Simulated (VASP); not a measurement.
Wanted: the native input for a VASP 6.6.1 run.

```
Task                   : relaxation of cell and atoms
Functional             : PBE
Potentials or basis    : VASP PAW PBE potentials, release 64 (Br)
Cutoff                 : 600 eV
k mesh                 : 7 × 7 × 3
Occupations            : fermi-dirac, width 0.05 eV
Spin                   : no spin polarisation
Target pressure        : 5 GPa
Dipole correction      : no
Further INCAR settings : ALGO = Normal; EDIFF = 1e-06; IBRION = 2; EDIFFG = -0.01; NSW = 60; ISIF = 3
```

The structure of Br lies in POSCAR:

```
Br
1.0
    3.3632500000     -2.3225500000      0.0000000000
    3.3632500000      2.3225500000      0.0000000000
    0.0000000000      0.0000000000      8.7023000000
Br
4
Direct
    0.3651000000      0.6349000000      0.3901000000
    0.1349000000      0.8651000000      0.8901000000
    0.6349000000      0.3651000000      0.6099000000
    0.8651000000      0.1349000000      0.1099000000
```

The input as run:

INCAR

```
SYSTEM = Br
PREC = Accurate
ENCUT = 600
EDIFF = 1E-6
ISMEAR = -1
SIGMA = 0.05
LREAL = .False.
LASPH = .True.
NELM = 100
ALGO = Normal
ISIF = 3
LWAVE = .False.
LCHARG = .False.
GGA = PE
IBRION = 2
NSW = 60
EDIFFG = -0.01
PSTRESS = 50.0
```

KPOINTS

```
Automatic mesh
0
Gamma
  7 7 3
  0 0 0
```

Potentials or basis: VASP PAW PBE potentials, release 64 (Br).

Launch:

```console
$ cat potpaw_PBE.64/Br/POTCAR > POTCAR
$ mpirun -np 1 vasp_std > vasp.out
```

It gave:

```yaml
Relaxed_volume: 26.32 Å³/atom
Relaxed_cell: a = 3.737 Å, b = 3.737 Å, c = 8.396 Å, α = 90.00°, β = 90.00°, γ = 63.87°
Space_group_after_relaxing_to_0.05_Å: Cmce (No. 64)
Energy_change_on_relaxing_the_enthalpy_is_what_falls: +63.3 meV/atom
Ionic_steps: 20
Pressure_after_relaxing: 5.0 GPa
Largest_force_after_relaxing: 0.007 eV/Å
Band_gap_on_the_k_mesh: 1.19 eV, indirect (least direct gap 1.43 eV)
```

Caveat: the cell is relaxed towards a set pressure, so the enthalpy falls and the energy may rise; the volume moved by over 15 % at a fixed basis, so the end points are rough.

Run time: 26 min on 1 thread of Oxide Virtual Turin-like Processor, with other jobs on the host, peak memory 0.32 GiB.
